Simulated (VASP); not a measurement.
# KTaO3 (Pm-3m) in VASP: a series of runs, part 3 of 3

VASP 6.6.1. The steps go on from the part before.

## Step 6: Single point, r2SCAN (strain -1.0%)

The input, POSCAR:

```
KTaO3
1.0
    3.9502297920      0.0000000000      0.0000000000
    0.0000000000      3.9502297920      0.0000000000
    0.0000000000      0.0000000000      3.9502297920
K Ta O
1 1 3
Direct
    0.0000000000      0.0000000000      0.0000000000
    0.5000000000      0.5000000000      0.5000000000
    0.5000000000      0.5000000000      0.0000000000
    0.5000000000      0.0000000000      0.5000000000
    0.0000000000      0.5000000000      0.5000000000
```

The input, INCAR.step1:

```
PREC = Accurate ; ENCUT = 660
ISMEAR = 0 ; SIGMA = 0.01
LREAL = F ; LASPH = T
NELM = 120 ; NBANDS = 28
GGA = PE ; ALGO = Normal
EDIFF = 1E-5 ; LWAVE = T
LCHARG = F ; GGA_COMPAT = F
```

The input, INCAR.step2:

```
PREC = Accurate ; ENCUT = 660
EDIFF = 1E-6 ; ISMEAR = 0
SIGMA = 0.01 ; LREAL = F
LASPH = T ; NELM = 120
ALGO = Normal ; ISIF = 2
LWAVE = F ; LCHARG = T
METAGGA = R2SCAN ; LMIXTAU = T
LELF = T ; LVHAR = T
NBANDS = 28 ; ISTART = 1
GGA_COMPAT = F
```

The input, KPOINTS:

```
regular mesh
0
Gamma
  6 6 6
```

Potentials or basis: VASP PAW PBE potentials, release 64 (K_sv, Ta_sv_GW, O).

Launch:

```
cat potpaw_PBE.64/K_sv/POTCAR potpaw_PBE.64/Ta_sv_GW/POTCAR potpaw_PBE.64/O/POTCAR > POTCAR
cp INCAR.step1 INCAR
mpirun -np 1 vasp_std > vasp.out
cp INCAR.step2 INCAR
mpirun -np 1 vasp_std > vasp.out
```

OUTCAR:

```text
PREC = Accurate
   ENCUT = 660
   EDIFF = 1E-6
   ISMEAR = 0
   LREAL = F
   LASPH = T
   NELM = 120
   ISIF = 2
   METAGGA = R2SCAN
   ISTART = 1

 ion  position               nearest neighbor table
   1  0.000  0.000  0.000-   3 2.79   4 2.79   5 2.79   4 2.79   5 2.79   3 2.79   5 2.79   5 2.79
                             3 2.79   4 2.79   4 2.79   3 2.79   2 3.42   2 3.42   2 3.42   2 3.42
   2  0.500  0.500  0.500-   3 1.98   4 1.98   5 1.98   3 1.98   4 1.98   5 1.98   1 3.42   1 3.42
                             1 3.42   1 3.42   1 3.42   1 3.42   1 3.42   1 3.42
   3  0.500  0.500  0.000-   2 1.98   2 1.98   1 2.79   1 2.79   1 2.79   1 2.79
   4  0.500  0.000  0.500-   2 1.98   2 1.98   1 2.79   1 2.79   1 2.79   1 2.79
   5  0.000  0.500  0.500-   2 1.98   2 1.98   1 2.79   1 2.79   1 2.79   1 2.79

  LATTYP: Found a simple cubic cell.
 ALAT       =     3.9502297920

  Lattice vectors:

 A1 = (   3.9502297920,   0.0000000000,   0.0000000000)
 A2 = (   0.0000000000,   3.9502297920,   0.0000000000)
 A3 = (   0.0000000000,   0.0000000000,   3.9502297920)

Analysis of symmetry for initial positions (statically):
=====================================================================
 Subroutine PRICEL returns:
 Original cell was already a primitive cell.

 Routine SETGRP: Setting up the symmetry group for a
 simple cubic supercell.

 Subroutine GETGRP returns: Found 48 space group operations
 (whereof 48 operations were pure point group operations)
 out of a pool of 48 trial point group operations.

The static configuration has the point symmetry O_h .

Analysis of symmetry for dynamics (positions and initial velocities):
=====================================================================
 Subroutine PRICEL returns:
 Original cell was already a primitive cell.

 Routine SETGRP: Setting up the symmetry group for a
[... 125 lines left out ...]
   IMIX   =      4    mixing-type and parameters
     AMIX     =   0.40;   BMIX     =  1.00
     AMIX_MAG =   1.60;   BMIX_MAG =  1.00
  volume/ion in A,a.u.               =      12.33        83.19
  Fermi-wavevector in a.u.,A,eV,Ry     =   1.417335  2.678375 27.331902  2.008838
  Thomas-Fermi vector in A             =   2.538576
   LORBIT       =      0    0 simple, 1 ext, 2 COOP (PROOUT), +10 PAW based schemes
   METAGGA = R2SCAN    functional components
   LHFCALC =     F    Hartree Fock is set to
   AEXX    =    0.0000 exact exchange contribution
   IVDW    =     0    specifies the selected vdW correction
   LEPSILON=     F    determine dielectric tensor
   LRPA    =     F    only Hartree local field effects (RPA)
 non-spin polarized calculation
 Gauss-broadening in eV      SIGMA  =   0.01
  energy-cutoff  :      660.00
  volume of cell :       61.64
 maximum number of plane-waves:      2401
 NGX is ok and might be reduce to    36
   NGX = 17   NGY = 17   NGZ = 17

 number of electron      40.0000011 magnetization

 Free energy of the ion-electron system (eV)
  ---------------------------------------------------
  ext. energy  EPLUGINS =         0.00000000
  ---------------------------------------------------
  free energy    TOTEN  =       -89.76487007 eV

  energy without entropy =      -89.76487007  energy(sigma->0) =      -89.76487007

 E-fermi :   3.1317     XC(G=0): -11.8164

 val. band max:        3.0582701069   @ k =   0.5000   0.5000   0.5000
 cond. band min:       5.7484526704   @ k =   0.0000   0.0000   0.0000
 fundamental gap:      2.6901825635
 Fermi energy:         3.1317262077

 k-point     1 :       0.0000    0.0000    0.0000
  band No.  band energies     occupation
      1     -66.2728      2.00000
      2     -31.9907      2.00000
      3     -31.9907      2.00000
      4     -31.9907      2.00000
      5     -25.3527      2.00000
      6     -15.5801      2.00000
[... 609 lines left out ...]
     27      15.0778      0.00000
     28      16.0739      0.00000

------------------------ aborting loop because EDIFF is reached ----------------------------------------

  FORCE on cell =-STRESS in cart. coord.  units (eV):
  Direction    XX          YY          ZZ          XY          YZ          ZX
  --------------------------------------------------------------------------------------
  -------------------------------------------------------------------------------------
  Total        2.6307497      2.6307497      2.6307497     -0.0000000     -0.0000000      0.0000000
  in kB       68.3790461     68.3790461     68.3790461     -0.0000000     -0.0000000      0.0000000
  external PRESSURE =      68.3790461 kB  Pullay stress =       0.0000000 kB

 VOLUME and BASIS-vectors are now :
 -----------------------------------------------------------------------------
  energy-cutoff  :      660.00
  volume of cell :       61.64
      direct lattice vectors                 reciprocal lattice vectors
     3.950229792  0.000000000  0.000000000     0.253149830  0.000000000  0.000000000
     0.000000000  3.950229792  0.000000000     0.000000000  0.253149830  0.000000000
     0.000000000  0.000000000  3.950229792     0.000000000  0.000000000  0.253149830

 POSITION                                       TOTAL-FORCE (eV/Angst)
 -----------------------------------------------------------------------------------
      0.00000      0.00000      0.00000         0.000000      0.000000      0.000000
      1.97511      1.97511      1.97511         0.000000      0.000000      0.000000
      1.97511      1.97511      0.00000         0.000000      0.000000      0.000000
      1.97511      0.00000      1.97511         0.000000      0.000000      0.000000
      0.00000      1.97511      1.97511         0.000000      0.000000      0.000000
 -----------------------------------------------------------------------------------
    total drift:                                0.000000      0.000000      0.000000

  FREE ENERGIE OF THE ION-ELECTRON SYSTEM (eV)
  ---------------------------------------------------
  free  energy   TOTEN  =       -89.7648700669 eV

  energy  without entropy=      -89.7648700669  energy(sigma->0) =      -89.76487007
```

OUTCAR.step1:

```text
PREC = Accurate
   ENCUT = 660
   ISMEAR = 0
   LREAL = F
[... 848 lines left out ...]
      1.97511      1.97511      1.97511         0.000000      0.000000      0.000000
      1.97511      1.97511      0.00000         0.000000      0.000000      0.000000
      1.97511      0.00000      1.97511         0.000000      0.000000      0.000000
      0.00000      1.97511      1.97511         0.000000      0.000000      0.000000
 -----------------------------------------------------------------------------------
    total drift:                                0.000000      0.000000      0.000000

  FREE ENERGIE OF THE ION-ELECTRON SYSTEM (eV)
  ---------------------------------------------------
  free  energy   TOTEN  =       -43.5093107648 eV

  energy  without entropy=      -43.5093107648  energy(sigma->0) =      -43.50931076
```

It took 4 min on 1 thread of AMD EPYC 7R43 (Zen 3), shared host; peak memory 0.21 GiB.

What came out:

```
Free energy            : -89.7649 eV
Pressure               : 6.8 GPa
Band gap on the k mesh : 2.69 eV, indirect (least direct gap 3.33 eV)
```

Caveat: the cell differs from its parent crystal (strain -1.0%); the PAW data sets were made with another functional, which shifts forces and pressure a little; spin-orbit coupling is left out, which moves the levels of the heavy elements. A k mesh can miss the band edges.

## Step 7: Single point, r2SCAN (strain -3.0%)

Changes to POSCAR since step 6:

```diff
@@ -2,5 +2,5 @@
 1.0
-    3.9502297920      0.0000000000      0.0000000000
-    0.0000000000      3.9502297920      0.0000000000
-    0.0000000000      0.0000000000      3.9502297920
+    3.8704271699      0.0000000000      0.0000000000
+    0.0000000000      3.8704271699      0.0000000000
+    0.0000000000      0.0000000000      3.8704271699
 K Ta O
```

The input, INCAR.step1:

```
SYSTEM = KTaO3
PREC = Accurate
ENCUT = 660
ISMEAR = 0
SIGMA = 0.01
LREAL = .False.
LASPH = .True.
NELM = 120
NBANDS = 28
GGA = PE
ALGO = Normal
EDIFF = 1E-5
LWAVE = .True.
LCHARG = .False.
GGA_COMPAT = .False.
```

The input, INCAR.step2:

```
SYSTEM = KTaO3
PREC = Accurate
ENCUT = 660
EDIFF = 1E-6
ISMEAR = 0
SIGMA = 0.01
LREAL = .False.
LASPH = .True.
NELM = 120
ALGO = Normal
ISIF = 2
LWAVE = .False.
LCHARG = .True.
METAGGA = R2SCAN
LMIXTAU = .True.
LELF = .True.
LVHAR = .True.
NBANDS = 28
ISTART = 1
GGA_COMPAT = .False.
```

The input, KPOINTS:

```
Automatic mesh
0
Gamma
  6 6 6
  0 0 0
```

Potentials or basis: VASP PAW PBE potentials, release 64 (K_sv, Ta_sv_GW, O).

Launch:

```
cat potpaw_PBE.64/K_sv/POTCAR potpaw_PBE.64/Ta_sv_GW/POTCAR potpaw_PBE.64/O/POTCAR > POTCAR
cp INCAR.step1 INCAR
mpirun -np 1 vasp_std > vasp.out
cp INCAR.step2 INCAR
mpirun -np 1 vasp_std > vasp.out
```

OUTCAR:

```text
SYSTEM = KTaO3
   PREC = Accurate
   ENCUT = 660
   EDIFF = 1E-6
   ISMEAR = 0
   LREAL = .False.
   LASPH = .True.
   NELM = 120
   ISIF = 2
   METAGGA = R2SCAN
   ISTART = 1

 ion  position               nearest neighbor table
   1  0.000  0.000  0.000-   3 2.74   4 2.74   5 2.74   4 2.74   5 2.74   3 2.74   5 2.74   5 2.74
                             3 2.74   4 2.74   4 2.74   3 2.74   2 3.35   2 3.35   2 3.35   2 3.35
   2  0.500  0.500  0.500-   3 1.94   4 1.94   5 1.94   3 1.94   4 1.94   5 1.94   1 3.35   1 3.35
[... 821 lines left out ...]
  -------------------------------------------------------------------------------------
  Total        8.5963653      8.5963653      8.5963653      0.0000000      0.0000000      0.0000000
  in kB      237.5465596    237.5465596    237.5465596      0.0000000      0.0000000      0.0000000
  external PRESSURE =     237.5465596 kB  Pullay stress =       0.0000000 kB

 VOLUME and BASIS-vectors are now :
 -----------------------------------------------------------------------------
  energy-cutoff  :      660.00
  volume of cell :       57.98
      direct lattice vectors                 reciprocal lattice vectors
     3.870427170  0.000000000  0.000000000     0.258369414  0.000000000  0.000000000
     0.000000000  3.870427170  0.000000000     0.000000000  0.258369414  0.000000000
     0.000000000  0.000000000  3.870427170     0.000000000  0.000000000  0.258369414

 POSITION                                       TOTAL-FORCE (eV/Angst)
 -----------------------------------------------------------------------------------
      0.00000      0.00000      0.00000         0.000000      0.000000      0.000000
      1.93521      1.93521      1.93521         0.000000      0.000000      0.000000
      1.93521      1.93521      0.00000         0.000000      0.000000      0.000000
      1.93521      0.00000      1.93521         0.000000      0.000000      0.000000
      0.00000      1.93521      1.93521         0.000000      0.000000      0.000000
 -----------------------------------------------------------------------------------
    total drift:                                0.000000     -0.000000     -0.000000

  FREE ENERGIE OF THE ION-ELECTRON SYSTEM (eV)
  ---------------------------------------------------
  free  energy   TOTEN  =       -89.4156348285 eV

  energy  without entropy=      -89.4156348285  energy(sigma->0) =      -89.41563483
```

OSZICAR.step1:

```text
N       E                     dE             d eps       ncg     rms          rms(c)
DAV:   1     0.414390656113E+03    0.41439E+03   -0.27025E+04  1120   0.175E+03
DAV:   2    -0.255419944909E+02   -0.43993E+03   -0.42392E+03  1444   0.424E+02
DAV:   3    -0.523085029512E+02   -0.26767E+02   -0.26665E+02  1492   0.105E+02
DAV:   4    -0.530830411505E+02   -0.77454E+00   -0.77354E+00  1720   0.150E+01
DAV:   5    -0.530926681432E+02   -0.96270E-02   -0.96261E-02  1504   0.149E+00    0.611E+01
DAV:   6    -0.431498923741E+02    0.99428E+01   -0.40046E+01  1280   0.373E+01    0.109E+02
DAV:   7    -0.433801011430E+02   -0.23021E+00   -0.18735E+00  1444   0.739E+00    0.709E+01
DAV:   8    -0.431552001617E+02    0.22490E+00   -0.11013E+00  1320   0.593E+00    0.749E+01
DAV:   9    -0.430748354479E+02    0.80365E-01   -0.41550E-01  1364   0.459E+00    0.954E+01
DAV:  10    -0.430916378241E+02   -0.16802E-01   -0.48639E-02  1376   0.144E+00    0.109E+02
DAV:  11    -0.431108718818E+02   -0.19234E-01   -0.99809E-03  1500   0.774E-01    0.145E+02
DAV:  12    -0.430958076950E+02    0.15064E-01   -0.32216E-03  1316   0.383E-01    0.133E+02
DAV:  13    -0.430577065118E+02    0.38101E-01   -0.62700E-02  1272   0.169E+00    0.809E+01
DAV:  14    -0.430442157444E+02    0.13491E-01   -0.23303E-02  1668   0.981E-01    0.275E+01
DAV:  15    -0.430402921350E+02    0.39236E-02   -0.12267E-02  1448   0.652E-01    0.677E+00
DAV:  16    -0.430401666765E+02    0.12546E-03   -0.11637E-03  1576   0.203E-01    0.504E-01
DAV:  17    -0.430401760359E+02   -0.93594E-05   -0.12344E-04  1596   0.618E-02    0.262E-01
DAV:  18    -0.430401799151E+02   -0.38792E-05   -0.93847E-06   924   0.224E-02
   1 F= -.43040180E+02 E0= -.43040180E+02  d E =-.286853-172
```

It took 99 s on 1 thread of AMD EPYC 9R45 (Zen 5), shared host; peak memory 0.19 GiB.

What came out:

```
Free energy            : -89.4156 eV
Pressure               : 23.8 GPa
Band gap on the k mesh : 2.84 eV, indirect (least direct gap 3.43 eV)
```

Levels at points of the mesh, in eV from the valence-band top:
```
           k point  band 18  band 19  band 20  band 21  band 22  band 23
(0.00, 0.00, 0.00)    -0.59    -0.59    -0.59     2.84     2.84     2.84
(0.50, 0.00, 0.00)    -1.77    -0.84    -0.84     3.04     6.11     6.11
(0.50, 0.50, 0.00)    -1.56    -1.49    -0.05     6.16     6.16     7.63
(0.50, 0.50, 0.50)     0.00     0.00     0.00     7.84     7.84     7.84
```

Caveat: the cell differs from its parent crystal (strain -3.0%); the PAW data sets were made with another functional, which shifts forces and pressure a little; spin-orbit coupling is left out, which moves the levels of the heavy elements. A k mesh can miss the band edges.

## Step 8: The runs side by side

| potentials or basis | cell | cutoff (eV) | second run | gap on the mesh (eV) | pressure (GPa) |
| --- | --- | --- | --- | --- | --- |
| VASP PAW PBE potentials, release 64 (K_sv, Ta_pv, O) | a = 4.070 Å, 5 atoms | 520 | - | 2.44 | -10.2 |
| VASP PAW PBE potentials, release 64 (K_sv, Ta_pv, O) | a = 4.150 Å, 5 atoms | 520 | - | 2.28 | -18.4 |
| VASP PAW PBE potentials, release 64 (K_sv, Ta_sv_GW, O) | a = 4.150 Å, 5 atoms | 660 | valence_matched | 2.29 | -19.2 |
| VASP PAW PBE potentials, release 64 (K_sv, Ta_sv_GW, O) | a = 3.910 Å, 5 atoms | 660 | valence_matched | 2.77 | 14.7 |
| VASP PAW PBE potentials, release 64 (K_sv, Ta_sv_GW, O) | a = 3.950 Å, 5 atoms | 660 | valence_matched | 2.69 | 6.8 |
| VASP PAW PBE potentials, release 64 (K_sv, Ta_sv_GW, O) | a = 3.870 Å, 5 atoms | 660 | valence_matched | 2.84 | 23.8 |

Alike in all rows: task single point; level r2SCAN; no spin polarisation; k mesh 6 × 6 × 6; smearing gaussian 0.01 eV.

Caveats: the PAW data sets were made with another functional, which shifts forces and pressure a little; spin-orbit coupling is left out, which moves the levels of the heavy elements.

Absolute energies hang on the potentials; compare differences alone.
